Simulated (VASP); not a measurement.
Wanted: the native input for a VASP 6.6.1 run.

```yaml
Task: relaxation of volume and atoms at fixed shape
Functional: LDA
Potentials_or_basis: VASP PAW LDA potentials, release 64 (I)
Cutoff: 600 eV
k_mesh: 5 × 5 × 2
Occupations: gaussian, width 0.05 eV
Spin: no spin polarisation
Dipole_correction: no
Further_INCAR_settings: ALGO = Normal; EDIFF = 1e-06; IBRION = 2; EDIFFG = -0.01; NSW = 50; ISIF = 8
```

The structure of I lies in POSCAR:

```
I
1.0
    3.6350350000     -2.3950200000      0.0000000000
    3.6350350000      2.3950200000      0.0000000000
    0.0000000000      0.0000000000      9.7934400000
I
4
Direct
    0.8507000000      0.1493000000      0.8844000000
    0.3507000000      0.6493000000      0.6156000000
    0.1493000000      0.8507000000      0.1156000000
    0.6493000000      0.3507000000      0.3844000000
```

One way to write it, as run:

INCAR

```
SYSTEM = I
  PREC = Accurate
  ENCUT = 600
  EDIFF = 1E-6
  ISMEAR = 0
  SIGMA = 0.05
  LREAL = .False.
  LASPH = .True.
  NELM = 100
  ALGO = Normal
  ISIF = 8
  LWAVE = .False.
  LCHARG = .False.
  IBRION = 2
  NSW = 50
  EDIFFG = -0.01
```

KPOINTS

```
Automatic mesh
0
Gamma
  5 5 2
  0 0 0
```

Potentials or basis: VASP PAW LDA potentials, release 64 (I).

Launch:

```console
$ cat potpaw_LDA.64/I/POTCAR > POTCAR
$ mpirun -np 1 vasp_std > vasp.out
```

Results of the run:

| Property | Result |
| --- | --- |
| Relaxed volume | 36.62 Å³/atom |
| Relaxed cell | a = 4.138 Å, b = 4.138 Å, c = 9.310 Å, α = 90.00°, β = 90.00°, γ = 66.76° |
| Space group after relaxing (to 0.05 Å) | Cmce (No. 64) |
| Energy gained by relaxing | 66.7 meV/atom |
| Ionic steps | 14 |
| Pressure after relaxing | 0.0 GPa |
| Largest force after relaxing | 0.004 eV/Å |
| Band gap on the k mesh | 0.95 eV, indirect (least direct gap 1.32 eV) |

Caveat: spin-orbit coupling is left out, which moves the levels of the heavy elements; the volume moved by -14 % from the deposited cell, more than functionals usually miss.

Run time: 10 min on 1 thread of Intel(R) Xeon(R) Platinum 8375C CPU @ 2.90GHz (Ice Lake), on a shared host, peak memory 0.28 GiB.
